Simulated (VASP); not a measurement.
# Ag: single point with r2SCAN

Crystal: Ag.

```
CELL_PARAMETERS angstrom
-1.64680 1.64680 1.64680
1.64680 -1.64680 1.64680
1.64680 1.64680 -1.64680
ATOMIC_POSITIONS crystal
Ag 0.00000 0.00000 0.00000
```

```json
{
 "Program": "VASP 6.6.1",
 "Task": "single point",
 "Functional": "r2SCAN",
 "Potentials or basis": "VASP PAW PBE potentials, release 64 (Ag)",
 "Cutoff": "550 eV",
 "k mesh": "8 × 8 × 8",
 "Occupations": "fermi-dirac, width 0.15 eV",
 "Spin": "no spin polarisation"
}
```

The pressure is -1.9 GPa.

Levels at points of the mesh, in eV from the Fermi level:
```tsv
k point	band 3	band 4	band 5	band 6	band 7	band 8
(0.00, 0.00, 0.00)	-5.22	-5.22	-3.97	-3.97	18.40	18.40
(0.50, 0.00, 0.00)	-4.02	-3.86	-3.01	-0.01	3.88	13.59
(0.50, 0.50, 0.50)	-3.24	-3.24	-3.24	6.98	6.98	6.98
```

Run time: 14 s on 1 thread of Intel(R) Xeon(R) 6975P-C (Granite Rapids), on a shared host, peak memory 0.14 GiB.

Caveat: the PAW data sets were made with another functional, which shifts forces and pressure a little.
